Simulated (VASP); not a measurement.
# FeCo (Pm-3m) in VASP: vibrations by perturbation theory with PBE

Aim: the vibrations by perturbation theory of FeCo with PBE.

Everything below comes from runs of VASP 6.6.1. Logs are shortened: lines on timing, memory, paths and dates and some standing lists are left out, and cuts for length are marked.

**1. The cell of the first run**

The structure is cubic, space group Pm-3m (No. 221). Conventional cell: a = 2.845 Å, b = 2.845 Å, c = 2.845 Å, α = 90.00°, β = 90.00°, γ = 90.00°. Fe (site symmetry m-3m) has 8 Co at 2.46 Å and 6 Fe at 2.84 Å within 3.3 Å. Co (site symmetry m-3m) has 8 Fe at 2.46 Å and 6 Co at 2.84 Å within 3.3 Å.

**2. Vibrations by perturbation theory, PBE, collinear spin, ferromagnetic start**

File INCAR:

```
SYSTEM = FeCo
PREC = Accurate
ENCUT = 600
EDIFF = 1E-8
ISMEAR = 0
SIGMA = 0.2
LREAL = .FALSE.
LASPH = .TRUE.
NELM = 200
ALGO = Normal
ISIF = 2
LWAVE = .FALSE.
LCHARG = .FALSE.
ISPIN = 2
MAGMOM = -3.08 -2.01
LORBIT = 11
LMAXMIX = 4
GGA = PE
NBANDS = 20
IBRION = 8
NSW = 1
GGA_COMPAT = .FALSE.
KPAR = 4
```

File KPOINTS:

```
regular mesh
0
G
  20 20 20
  0 0 0
```

File POSCAR:

```
FeCo
1.0
    2.8446815554      0.0000000000      0.0000000000
    0.0000000000      2.8446815554      0.0000000000
    0.0000000000      0.0000000000      2.8446815554
Fe Co
1 1
Direct
    0.5000000000      0.5000000000      0.5000000000
    0.0000000000      0.0000000000      0.0000000000
```

Potentials or basis: VASP PAW PBE potentials, release 64 (Fe, Co).

Run with:

```console
$ cat potpaw_PBE.64/Fe/POTCAR potpaw_PBE.64/Co/POTCAR > POTCAR
$ mpirun -np 4 vasp_std > vasp.out
```

OUTCAR:

```text
SYSTEM = FeCo
   PREC = Accurate
   ENCUT = 600
   EDIFF = 1E-8
   ISMEAR = 0
   LREAL = .FALSE.
   LASPH = .TRUE.
   NELM = 200
   ISIF = 2
   ISPIN = 2
   LORBIT = 11
   GGA = PE
   IBRION = 8
   NSW = 1

 ion  position               nearest neighbor table
   1  0.500  0.500  0.500-   2 2.46   2 2.46   2 2.46   2 2.46   2 2.46   2 2.46   2 2.46   2 2.46

   2  0.000  0.000  0.000-   1 2.46   1 2.46   1 2.46   1 2.46   1 2.46   1 2.46   1 2.46   1 2.46

  LATTYP: Found a simple cubic cell.
 ALAT       =     2.8446815554

  Lattice vectors:

 A1 = (   2.8446815554,   0.0000000000,   0.0000000000)
 A2 = (   0.0000000000,   2.8446815554,   0.0000000000)
 A3 = (   0.0000000000,   0.0000000000,   2.8446815554)

Analysis of symmetry for initial positions (statically):
=====================================================================
 Subroutine PRICEL returns:
 Original cell was already a primitive cell.

 Routine SETGRP: Setting up the symmetry group for a
 simple cubic supercell.

 Subroutine GETGRP returns: Found 48 space group operations
 (whereof 48 operations were pure point group operations)
 out of a pool of 48 trial point group operations.

The static configuration has the point symmetry O_h .

Analysis of symmetry for dynamics (positions and initial velocities):
=====================================================================
 Subroutine PRICEL returns:
 Original cell was already a primitive cell.

 Routine SETGRP: Setting up the symmetry group for a
 simple cubic supercell.

 Subroutine GETGRP returns: Found 48 space group operations
 (whereof 48 operations were pure point group operations)
 out of a pool of 48 trial point group operations.

The dynamic configuration has the point symmetry O_h .

Analysis of structural, dynamic, and magnetic symmetry:
=====================================================================
 Subroutine PRICEL returns:
 Original cell was already a primitive cell.

 Routine SETGRP: Setting up the symmetry group for a
 simple cubic supercell.

 Subroutine GETGRP returns: Found 48 space group operations
 (whereof 48 operations were pure point group operations)
 out of a pool of 48 trial point group operations.

The overall configuration has the point symmetry O_h .

 Subroutine INISYM returns: Found 48 space group operations
 (whereof 48 operations are pure point group operations),
 and found     1 'primitive' translations

----------------------------------------------------------------------------------------

                                     Primitive cell

  volume of cell :      23.0198

  direct lattice vectors                    reciprocal lattice vectors
     2.844681555  0.000000000  0.000000000     0.351533196  0.000000000  0.000000000
     0.000000000  2.844681555  0.000000000     0.000000000  0.351533196  0.000000000
     0.000000000  0.000000000  2.844681555     0.000000000  0.000000000  0.351533196

  length of vectors
     2.844681555  2.844681555  2.844681555     0.351533196  0.351533196  0.351533196

  position of ions in fractional coordinates (direct lattice)
     0.500000000  0.500000000  0.500000000
     0.000000000  0.000000000  0.000000000

  ion indices of the primitive-cell ions
   primitive index   ion index
                 1           1
                 2           2

----------------------------------------------------------------------------------------

 KPOINTS: regular mesh

[... 112 lines left out ...]
  ext. energy  EPLUGINS =         0.00000000
  ---------------------------------------------------
  free energy    TOTEN  =       -15.41680392 eV

  energy without entropy =      -15.38777360  energy(sigma->0) =      -15.40228876

 E-fermi :   8.0822     XC(G=0): -13.0472

 val. band max:        8.0766333395   @ k =   0.4500   0.1500   0.1500
 cond. band min:       8.0859158167   @ k =   0.3000   0.2500   0.0000
 fundamental gap:      0.0092824773
 Fermi energy:         8.0821993691

 spin component 1

 k-point     1 :       0.0000    0.0000    0.0000
  band No.  band energies     occupation
      1      -0.7782      1.00000
      2       4.5828      1.00000
      3       4.5828      1.00000
      4       6.9088      1.00000
      5       6.9088      1.00000
      6       6.9088      1.00000
[... 541 lines left out ...]
     19      31.4118      0.00000
     20      31.7745      0.00000

 [... further k-points ...]

 spin component 2

 k-point     1 :       0.0000    0.0000    0.0000
  band No.  band energies     occupation
      1      -0.9244      1.00000
      2       2.6975      1.00000
      3       2.6975      1.00000
      4       4.9958      1.00000
      5       4.9958      1.00000
      6       4.9958      1.00000
[... 544 lines left out ...]
 [... further k-points ...]

------------------------ aborting loop because EDIFF is reached ----------------------------------------

  FORCE on cell =-STRESS in cart. coord.  units (eV):
  Direction    XX          YY          ZZ          XY          YZ          ZX
  --------------------------------------------------------------------------------------
  -------------------------------------------------------------------------------------
  Total       -0.0908916     -0.0908916     -0.0908916      0.0000000      0.0000000      0.0000000
  in kB       -6.3260588     -6.3260588     -6.3260588      0.0000000      0.0000000      0.0000000
  external PRESSURE =      -6.3260588 kB  Pullay stress =       0.0000000 kB

 VOLUME and BASIS-vectors are now :
 -----------------------------------------------------------------------------
  energy-cutoff  :      600.00
  volume of cell :       23.02
      direct lattice vectors                 reciprocal lattice vectors
     2.844681555  0.000000000  0.000000000     0.351533196  0.000000000  0.000000000
     0.000000000  2.844681555  0.000000000     0.000000000  0.351533196  0.000000000
     0.000000000  0.000000000  2.844681555     0.000000000  0.000000000  0.351533196

 POSITION                                       TOTAL-FORCE (eV/Angst)
 -----------------------------------------------------------------------------------
      1.42234      1.42234      1.42234         0.000000      0.000000      0.000000
      0.00000      0.00000      0.00000         0.000000      0.000000      0.000000
 -----------------------------------------------------------------------------------
    total drift:                                0.000000      0.000000     -0.000000

  FREE ENERGIE OF THE ION-ELECTRON SYSTEM (eV)
  ---------------------------------------------------
  free  energy   TOTEN  =       -15.4168039184 eV

  energy  without entropy=      -15.3877736011  energy(sigma->0) =      -15.40228876

[... ionic steps 2 to 3 ...]

--------------------------------------- Ionic step        4  -------------------------------------------

------------------------ aborting loop because EDIFF is reached ----------------------------------------

[... ionic steps 5 to 6 ...]

--------------------------------------- Ionic step        7  -------------------------------------------

 Free energy of the ion-electron system (eV)
  ---------------------------------------------------
  ---------------------------------------------------
  free energy    TOTEN  =        -0.16328813 eV

  energy without entropy =       -0.16328820

------------------------ aborting loop because EDIFF is reached ----------------------------------------

 INTERNAL STRAIN TENSOR  FOR ION    2  DIRECTION 1   (eV/Angst):
 -----------------------------------------------------------------------------
     0.02197  0.00000 -0.00000
     0.00000 -0.01205  0.00000
    -0.00000  0.00000 -0.01205

 INTERNAL STRAIN TENSOR FOR ION    2 for displacements in x,y,z  (eV/Angst):
          X           Y           Z          XY          YZ          ZX
  --------------------------------------------------------------------------------
  x     0.00000     0.00000     0.00000     0.00000     0.00000     0.00000
  y     0.00000     0.00000     0.00000     0.00000     0.00000     0.00000
  z     0.00000     0.00000     0.00000     0.00000     0.00000     0.00000

 SECOND DERIVATIVES (NOT SYMMETRIZED)
 ------------------------------------
               1X          1Y          1Z          2X          2Y          2Z
  1X    -6.059583   -0.000000    0.000000    6.059583    0.000000   -0.000000
  1Y    -0.000000   -6.059583    0.000000    0.000000    6.059583   -0.000000
  1Z     0.000000   -0.000000   -6.059583   -0.000000    0.000000    6.059583
  2X     6.045553   -0.000000   -0.000000   -6.045553    0.000000    0.000000
  2Y    -0.000000    6.045553    0.000000    0.000000   -6.045553   -0.000000
  2Z     0.000000    0.000000    6.045553   -0.000000   -0.000000   -6.045553

 Eigenvectors and eigenvalues of the dynamical matrix
 ----------------------------------------------------

   1 f  =    7.182594 THz    45.129570 2PiTHz  239.585553 cm-1    29.704809 meV
             X         Y         Z           dx          dy          dz
      1.422341  1.422341  1.422341     0.000000    0.716953   -0.000000
      0.000000  0.000000  0.000000     0.000000   -0.697121    0.000000
[... 21 lines left out ...]
   6 f/i=    0.004161 THz     0.026143 2PiTHz    0.138788 cm-1     0.017208 meV
             X         Y         Z           dx          dy          dz
      1.422341  1.422341  1.422341    -0.697121    0.000000    0.000000
      0.000000  0.000000  0.000000    -0.716953   -0.000000    0.000000

--------------------------------------------------------------------------------------------------------

 ELASTIC MODULI CONTR FROM IONIC RELAXATION (kBar)
 Direction    XX          YY          ZZ          XY          YZ          ZX
 --------------------------------------------------------------------------------
 XX           0.0000      0.0000      0.0000      0.0000      0.0000      0.0000
 YY           0.0000      0.0000      0.0000      0.0000      0.0000      0.0000
 ZZ           0.0000      0.0000      0.0000      0.0000      0.0000      0.0000
 XY           0.0000      0.0000      0.0000      0.0000      0.0000      0.0000
 YZ           0.0000      0.0000      0.0000      0.0000      0.0000      0.0000
 ZX           0.0000      0.0000      0.0000      0.0000      0.0000      0.0000
 --------------------------------------------------------------------------------

 total charge

# of ion       s       p       d       tot
------------------------------------------
    1        0.472   0.526   6.154   7.152
    2        0.483   0.510   7.242   8.235
--------------------------------------------------
tot          0.955   1.035  13.396  15.387

 magnetization (x)

# of ion       s       p       d       tot
------------------------------------------
    1       -0.000   0.045  -2.809  -2.764
    2        0.011   0.055  -1.818  -1.752
--------------------------------------------------
tot          0.011   0.099  -4.627  -4.517
```

It took 4.7 min on 4 MPI ranks of Intel Xeon 6975P-C (Granite Rapids), shared host; peak memory 1.4 GiB.

Results:

```yaml
Net_moment: -4.50 μB per cell
Site_moments: Fe -2.76; Co -1.75 μB
Valence_electrons_inside_the_program's_atomic_spheres: Fe 7.15; Co 8.23
Highest_phonon_frequency_at_Γ: 240 cm⁻¹
```

Phonon frequencies in cm⁻¹ (negative: imaginary):
```csv
q point,frequencies
"(0.000, 0.000, 0.000)",0 0 0 240 240 240
```
